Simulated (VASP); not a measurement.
# BP (Fm-3m) in VASP: notebook

BP is run at these levels: PBEsol; tasks: single point.

Everything below comes from runs of VASP 6.6.1. Logs are shortened: lines on timing, memory, paths and dates and some standing lists are left out, and cuts for length are marked.

### 1 The cell of the first run

It takes space group Fm-3m (No. 225, cubic). Conventional cell: a = 4.311 Å, b = 4.311 Å, c = 4.311 Å, α = 90.00°, β = 90.00°, γ = 90.00°. B (site symmetry m-3m) has 6 P at 2.16 Å within 2.9 Å. Within 2.9 Å of P (site symmetry m-3m) lie 6 B at 2.16 Å.

### 2 Single point, PBEsol

Input file INCAR:

```
PREC = Accurate
ENCUT = 500
EDIFF = 1E-6
ISMEAR = 1
SIGMA = 0.05
LREAL = False
LASPH = True
NELM = 120
ALGO = Normal
ISIF = 2
LWAVE = False
LCHARG = False
GGA = PS
NBANDS = 11
GGA_COMPAT = False
```

Input file KPOINTS:

```
Automatic mesh
0
Gamma
  8 8 8
```

Input file POSCAR:

```
BP
1.0
    0.0000000000      2.1554244706      2.1554244706
    2.1554244706      0.0000000000      2.1554244706
    2.1554244706      2.1554244706      0.0000000000
B P
1 1
Direct
    0.0000000000      0.0000000000      0.0000000000
    0.5000000000      0.5000000000      0.5000000000
```

Potentials or basis: VASP PAW PBE potentials, release 64 (B, P).

Launch:

```bash
$ cat potpaw_PBE.64/B/POTCAR potpaw_PBE.64/P/POTCAR > POTCAR
$ mpirun -np 1 vasp_std > vasp.out
```

OUTCAR:

```text
PREC = Accurate
   ENCUT = 500
   EDIFF = 1E-6
   ISMEAR = 1
   LREAL = False
   LASPH = True
   NELM = 120
   ISIF = 2
   GGA = PS

 ion  position               nearest neighbor table
   1  0.000  0.000  0.000-   2 2.16   2 2.16   2 2.16   2 2.16   2 2.16   2 2.16
   2  0.500  0.500  0.500-   1 2.16   1 2.16   1 2.16   1 2.16   1 2.16   1 2.16

  LATTYP: Found a face centered cubic cell.
 ALAT       =     4.3108489412

  Lattice vectors:

 A1 = (   0.0000000000,   2.1554244706,   2.1554244706)
 A2 = (   2.1554244706,   0.0000000000,   2.1554244706)
 A3 = (   2.1554244706,   2.1554244706,   0.0000000000)

Analysis of symmetry for initial positions (statically):
=====================================================================
 Subroutine PRICEL returns:
 Original cell was already a primitive cell.

 Routine SETGRP: Setting up the symmetry group for a
 face centered cubic supercell.

 Subroutine GETGRP returns: Found 48 space group operations
 (whereof 48 operations were pure point group operations)
 out of a pool of 48 trial point group operations.

The static configuration has the point symmetry O_h .

Analysis of symmetry for dynamics (positions and initial velocities):
=====================================================================
 Subroutine PRICEL returns:
 Original cell was already a primitive cell.

 Routine SETGRP: Setting up the symmetry group for a
 face centered cubic supercell.

 Subroutine GETGRP returns: Found 48 space group operations
 (whereof 48 operations were pure point group operations)
 out of a pool of 48 trial point group operations.

The dynamic configuration has the point symmetry O_h .

 Subroutine INISYM returns: Found 48 space group operations
 (whereof 48 operations are pure point group operations),
 and found     1 'primitive' translations

----------------------------------------------------------------------------------------

                                     Primitive cell

  volume of cell :      20.0276

  direct lattice vectors                    reciprocal lattice vectors
     0.000000000  2.155424471  2.155424471    -0.231972870  0.231972870  0.231972870
     2.155424471  0.000000000  2.155424471     0.231972870 -0.231972870  0.231972870
     2.155424471  2.155424471  0.000000000     0.231972870  0.231972870 -0.231972870

  length of vectors
     3.048230519  3.048230519  3.048230519     0.401788796  0.401788796  0.401788796

  position of ions in fractional coordinates (direct lattice)
     0.000000000  0.000000000  0.000000000
     0.500000000  0.500000000  0.500000000

  ion indices of the primitive-cell ions
   primitive index   ion index
                 1           1
                 2           2

----------------------------------------------------------------------------------------

 KPOINTS: Automatic mesh

Automatic generation of k-mesh.
 Grid dimensions read from file:
 generate k-points for:    8    8    8

 Generating k-lattice:

  Cartesian coordinates                     Fractional coordinates (reciprocal lattice)
    -0.028996609  0.028996609  0.028996609     0.125000000  0.000000000  0.000000000
     0.028996609 -0.028996609  0.028996609     0.000000000  0.125000000  0.000000000
     0.028996609  0.028996609 -0.028996609     0.000000000  0.000000000  0.125000000

  Length of vectors
     0.050223600  0.050223600  0.050223600

  Shift w.r.t. Gamma in fractional coordinates (k-lattice)
     0.000000000  0.000000000  0.000000000

 Subroutine IBZKPT returns following result:
 ===========================================

 Found     29 irreducible k-points:

 Following reciprocal coordinates:
            Coordinates               Weight
  0.000000  0.000000  0.000000      1.000000
  0.125000  0.000000  0.000000      8.000000
  0.250000  0.000000  0.000000      8.000000
  0.375000  0.000000  0.000000      8.000000
  0.500000  0.000000  0.000000      4.000000
  0.125000  0.125000  0.000000      6.000000
[... 16 lines left out ...]
  0.500000  0.250000  0.125000     48.000000
 -0.375000  0.250000  0.125000     24.000000
 [... further k-points ...]
   k-points           NKPTS =     29   k-points in BZ     NKDIM =     29   number of bands    NBANDS=     11
   number of dos      NEDOS =    301   number of ions     NIONS =      2
   total plane-waves  NPLWV =  13824
   dimension x,y,z NGX =    24 NGY =   24 NGZ =   24
   dimension x,y,z NGXF=    48 NGYF=   48 NGZF=   48
   ions per type =               1   1
   NGX,Y,Z   is equivalent  to a cutoff of  13.09, 13.09, 13.09 a.u.
   NGXF,Y,Z  is equivalent  to a cutoff of  26.18, 26.18, 26.18 a.u.
 SYSTEM =  unknown system
   PREC   = accura    normal or accurate (medium, high low for compatibility)
   ISTART =      0    job   : 0-new  1-cont  2-samecut
   ICHARG =      2    charge: 1-file 2-atom 10-const
   ISPIN  =      1    spin polarized calculation?
   LNONCOLLINEAR =      F non collinear calculations
   LSORBIT =      F    spin-orbit coupling
   LASPH  =      T    aspherical Exc in radial PAW
   ENCUT  =  500.0 eV  36.75 Ry    6.06 a.u.   5.56  5.56  5.56*2*pi/ulx,y,z
   NELM   =    120;   NELMIN=  2; NELMDL= -5     # of ELM steps
   EDIFF  = 0.1E-05   stopping-criterion for ELM
   LREAL  =      F    real-space projection
   EDIFFG = 0.1E-04   stopping-criterion for IOM
   NSW    =      0    number of steps for IOM
   IBRION =     -1    ionic relax: 0-MD 1-quasi-New 2-CG
   NFREE  =      0    steps in history (QN), initial steepest desc. (CG)
   ISIF   =      2    stress and relaxation
   ISYM   =      2    0-nonsym 1-usesym 2-fastsym
   POTIM  = 0.5000    time-step for ionic-motion
   TEBEG  =    0.0;   TEEND  =   0.0 temperature during run
   PSTRESS=    0.0 pullay stress
   NELECT =       8.0000    total number of electrons
   NUPDOWN=      -1.0000    fix difference up-down
   EMIN   =  10.00;   EMAX   =-10.00  energy-range for DOS
   EFERMI =   0.00;   METHOD = LEGACY
   ISMEAR =     1;   SIGMA  =   0.05  broadening in eV -4-tet -1-fermi 0-gaus
   EFERMI_NEDOS =   21; number of points for ismear=-14 and -15
   IALGO  =     38    algorithm
   IMIX   =      4    mixing-type and parameters
     AMIX     =   0.40;   BMIX     =  1.00
     AMIX_MAG =   1.60;   BMIX_MAG =  1.00
  volume/ion in A,a.u.               =      10.01        67.58
  Fermi-wavevector in a.u.,A,eV,Ry     =   1.205671  2.278387 19.777996  1.453642
  Thomas-Fermi vector in A             =   2.341360
   LORBIT       =      0    0 simple, 1 ext, 2 COOP (PROOUT), +10 PAW based schemes
   GGA     = PS    functional components
   LHFCALC =     F    Hartree Fock is set to
   AEXX    =    0.0000 exact exchange contribution
   IVDW    =     0    specifies the selected vdW correction
   LEPSILON=     F    determine dielectric tensor
   LRPA    =     F    only Hartree local field effects (RPA)
 non-spin polarized calculation
 Methfessel and Paxton  Order N= 1 SIGMA  =   0.05
  energy-cutoff  :      500.00
  volume of cell :       20.03
 maximum number of plane-waves:       531
 NGX is ok and might be reduce to    24
   NGX = 11   NGY = 11   NGZ = 11

 number of electron       8.0000000 magnetization

 Free energy of the ion-electron system (eV)
  ---------------------------------------------------
  ext. energy  EPLUGINS =         0.00000000
  ---------------------------------------------------
  free energy    TOTEN  =       -11.67159505 eV

  energy without entropy =      -11.67063085  energy(sigma->0) =      -11.67127365

 E-fermi :   9.6601     XC(G=0): -12.0379

 val. band max:        9.6424546639   @ k =   0.5000   0.2500   0.0000
 cond. band min:       9.6772845553   @ k =   0.2500   0.1250   0.0000
 fundamental gap:      0.0348298914
 Fermi energy:         9.6600669228

 k-point     1 :       0.0000    0.0000    0.0000
  band No.  band energies     occupation
      1      -7.2405      2.00000
      2       9.7715     -0.00711
      3       9.7715     -0.00711
      4       9.7715     -0.00711
      5      16.4103      0.00000
      6      17.6376      0.00000
      7      17.6376      0.00000
      8      17.6376      0.00000
      9      18.4030      0.00000
     10      18.4030      0.00000
     11      18.4030      0.00000

 k-point     2 :       0.1250    0.0000    0.0000
  band No.  band energies     occupation
      1      -6.9063      2.00000
      2       7.8855      2.00000
      3       9.6785      0.41964
      4       9.6785      0.41963
      5      16.3858      0.00000
      6      16.4410      0.00000
      7      16.4410      0.00000
      8      18.0218      0.00000
      9      18.4059      0.00000
     10      18.4059      0.00000
     11      18.5905      0.00000

 k-point     3 :       0.2500    0.0000    0.0000
  band No.  band energies     occupation
      1      -5.9127      2.00000
      2       4.4962      2.00000
      3       9.6040      2.06713
      4       9.6040      2.06713
      5      13.9798      0.00000
      6      13.9798      0.00000
      7      15.6038      0.00000
      8      17.5295      0.00000
      9      20.4783      0.00000
     10      20.4783      0.00000
     11      20.8512      0.00000

 k-point     4 :       0.3750    0.0000    0.0000
  band No.  band energies     occupation
      1      -4.3077      2.00000
      2       1.2188      2.00000
      3       9.8521     -0.00000
      4       9.8521     -0.00000
      5      12.0451      0.00000
      6      12.0451      0.00000
      7      15.0360      0.00000
      8      17.0410      0.00000
      9      23.3341      0.00000
     10      23.3786      0.00000
     11      23.3786      0.00000
[... 239 lines left out ...]
 k-point    22 :       0.3750    0.2500    0.1250
  band No.  band energies     occupation
      1      -5.0301      2.00000
      2       4.7976      2.00000
      3       5.8330      2.00000
      4       9.0165      2.00000
      5      10.6215     -0.00000
      6      15.8416      0.00000
      7      16.1893      0.00000
      8      19.3094      0.00000
      9      20.0899      0.00000
     10      22.6117      0.00000
     11      25.1750      0.00000

 k-point    23 :       0.5000    0.2500    0.1250
  band No.  band energies     occupation
      1      -3.4330      2.00000
      2       1.9960      2.00000
      3       5.3858      2.00000
      4       7.2047      2.00000
      5      11.6803      0.00000
      6      14.2144      0.00000
      7      17.8981      0.00000
      8      19.8844      0.00000
      9      20.3361      0.00000
     10      24.6728      0.00000
     11      25.0353      0.00000

 k-point    24 :      -0.3750    0.2500    0.1250
  band No.  band energies     occupation
      1      -1.8790      2.00000
      2      -0.1018      2.00000
      3       5.7473      2.00000
      4       6.1859      2.00000
      5      12.3537      0.00000
      6      13.2584      0.00000
      7      19.3871      0.00000
      8      19.6862      0.00000
      9      21.7745      0.00000
     10      22.0489      0.00000
     11      26.4358      0.00000

 [... further k-points ...]
[... 5 lines left out ...]
  --------------------------------------------------------------------------------------
  -------------------------------------------------------------------------------------
  Total       -0.4470512     -0.4470512     -0.4470512      0.0000000     -0.0000000      0.0000000
  in kB      -35.7634511    -35.7634511    -35.7634511      0.0000000     -0.0000000      0.0000000
  external PRESSURE =     -35.7634511 kB  Pullay stress =       0.0000000 kB

 VOLUME and BASIS-vectors are now :
 -----------------------------------------------------------------------------
  energy-cutoff  :      500.00
  volume of cell :       20.03
      direct lattice vectors                 reciprocal lattice vectors
     0.000000000  2.155424471  2.155424471    -0.231972870  0.231972870  0.231972870
     2.155424471  0.000000000  2.155424471     0.231972870 -0.231972870  0.231972870
     2.155424471  2.155424471  0.000000000     0.231972870  0.231972870 -0.231972870

 POSITION                                       TOTAL-FORCE (eV/Angst)
 -----------------------------------------------------------------------------------
      0.00000      0.00000      0.00000         0.000000     -0.000000     -0.000000
      2.15542      2.15542      2.15542        -0.000000      0.000000      0.000000
 -----------------------------------------------------------------------------------
    total drift:                                0.000000     -0.000000     -0.000000

  FREE ENERGIE OF THE ION-ELECTRON SYSTEM (eV)
  ---------------------------------------------------
  free  energy   TOTEN  =       -11.6715950542 eV

  energy  without entropy=      -11.6706308543  energy(sigma->0) =      -11.67127365
```

Run time: 3.5 s. Hardware: 1 thread of Intel Xeon 6975P-C, shared host; peak memory 0.13 GiB.

What came out:

- Free energy: -11.6716 eV
- Pressure: -3.6 GPa
- Band gap on the k mesh: zero (band 4 reaches 11.07 eV, above the bottom of band 5 at 7.00 eV)

Levels at points of the mesh, in eV from the Fermi level:
| k point | band 1 | band 2 | band 3 | band 4 | band 5 | band 6 | band 7 | band 8 |
| --- | --- | --- | --- | --- | --- | --- | --- | --- |
| (0.00, 0.00, 0.00) | -16.90 | 0.11 | 0.11 | 0.11 | 6.75 | 7.98 | 7.98 | 7.98 |
| (0.50, 0.00, 0.00) | -12.41 | -10.58 | 0.73 | 0.73 | 1.26 | 1.26 | 5.18 | 7.19 |
| (0.50, 0.50, 0.00) | -10.51 | -9.02 | -4.19 | -4.19 | -2.66 | 2.58 | 12.18 | 12.18 |

Caveat: the PAW data sets were made with another functional, which shifts forces and pressure a little.

### 3 Single point, PBEsol

Input file INCAR:

```
PREC     = Accurate       # precision mode
ENCUT    = 500            # plane-wave cutoff, eV
EDIFF    = 1E-6           # SCF threshold, eV
ISMEAR   = 0              # smearing method
SIGMA    = 0.2            # smearing width, eV
LREAL    = False          # projectors in reciprocal space
LASPH    = True           # aspherical terms in the spheres
NELM     = 120            # most SCF steps
ALGO     = Normal         # electronic algorithm
ISIF     = 2              # what is computed and relaxed
LWAVE    = False          # write WAVECAR
LCHARG   = False          # write CHGCAR
GGA      = PS             # functional
NBANDS   = 11             # bands
GGA_COMPAT= False
```

KPOINTS is that of step 2.

POSCAR is that of step 2.

Potentials or basis: VASP PAW PBE potentials, release 64 (B, P).

Launch:

```bash
$ cat potpaw_PBE.64/B/POTCAR potpaw_PBE.64/P/POTCAR > POTCAR
$ mpirun -np 1 vasp_std > vasp.out
```

It took 4.7 s on 1 thread of Intel Xeon 6975P-C, shared host; peak memory 0.13 GiB.

Results (log left out):

| Item | Value |
| --- | --- |
| Free energy | -11.6876 eV |
| Pressure | -3.2 GPa |
| Band gap on the k mesh | zero (band 4 reaches 11.07 eV, above the bottom of band 5 at 7.00 eV) |

Levels at points of the mesh, in eV from the Fermi level:
| k point | band 1 | band 2 | band 3 | band 4 | band 5 | band 6 | band 7 | band 8 |
| --- | --- | --- | --- | --- | --- | --- | --- | --- |
| (0.00, 0.00, 0.00) | -16.90 | 0.11 | 0.11 | 0.11 | 6.75 | 7.97 | 7.97 | 7.97 |
| (0.50, 0.00, 0.00) | -12.42 | -10.58 | 0.73 | 0.73 | 1.26 | 1.26 | 5.18 | 7.19 |
| (0.50, 0.50, 0.00) | -10.52 | -9.03 | -4.19 | -4.19 | -2.67 | 2.58 | 12.18 | 12.18 |

Caveat: the PAW data sets were made with another functional, which shifts forces and pressure a little.

### 4 Single point, PBEsol, collinear spin, zero start

Input file INCAR:

```
SYSTEM = BP
PREC = Accurate
ENCUT = 500
EDIFF = 1E-6
ISMEAR = -1
SIGMA = 0.02
LREAL = .False.
LASPH = .True.
NELM = 200
ALGO = Normal
ISIF = 2
LWAVE = .False.
LCHARG = .True.
ISPIN = 2
MAGMOM = 0 0
LORBIT = 11
GGA = PS
LELF = .True.
LVHAR = .True.
NBANDS = 15
GGA_COMPAT = .False.
```

Input file KPOINTS:

```
Automatic mesh
0
Gamma
  8 8 8
  0 0 0
```

POSCAR is that of step 3.

Launch:

```bash
$ cat potpaw_PBE.64/B/POTCAR potpaw_PBE.64/P/POTCAR > POTCAR
$ mpirun -np 1 vasp_std > vasp.out
```

It took 10 s on 1 thread of Intel Xeon 6975P-C, shared host; peak memory 0.14 GiB.

The run converged. Its results:

```
Free energy                                           : -11.6733 eV
Pressure                                              : -3.5 GPa
Band gap on the k mesh                                : zero (filled and empty bands overlap)
Net moment                                            : 0.00 μB per cell
Valence electrons inside the program's atomic spheres : B 1.76; P 2.40
```

Levels at points of the mesh, in eV from the Fermi level:
Spin up:
```
           k point  band 1  band 2  band 3  band 4  band 5  band 6  band 7  band 8  band 9
(0.00, 0.00, 0.00)  -16.90    0.11    0.11    0.11    6.75    7.98    7.98    7.98    8.74
(0.50, 0.00, 0.00)  -12.41  -10.58    0.73    0.73    1.26    1.26    5.18    7.19   15.19
(0.50, 0.50, 0.00)  -10.51   -9.02   -4.19   -4.19   -2.66    2.58   12.18   12.18   14.84
```
Spin down:
```tsv
k point	band 1	band 2	band 3	band 4	band 5	band 6	band 7	band 8
(0.00, 0.00, 0.00)	-16.90	0.11	0.11	0.11	6.75	7.98	7.98	7.98
(0.50, 0.00, 0.00)	-12.41	-10.58	0.73	0.73	1.26	1.26	5.18	7.19
(0.50, 0.50, 0.00)	-10.51	-9.02	-4.19	-4.19	-2.66	2.58	12.18	12.18
```

Caveat: the PAW data sets were made with another functional, which shifts forces and pressure a little.

### 5 Summary

```tsv
spin	smearing	gap on the mesh (eV)	pressure (GPa)
off	methfessel-paxton 0.05 eV	none	-3.6
off	gaussian 0.2 eV	none	-3.2
collinear, zero start	fermi-dirac 0.02 eV	none	-3.5
```

Alike in all rows: task single point; level PBEsol; potentials or basis VASP PAW PBE potentials, release 64 (B, P); cell as given; k mesh 8 × 8 × 8; cutoff (eV) 500.

Every run on the cell as given and a fine mesh finds a metal.

Caveats: the PAW data sets were made with another functional, which shifts forces and pressure a little.

Total energies depend on the potentials used, so only differences within one code and one set of settings carry meaning.
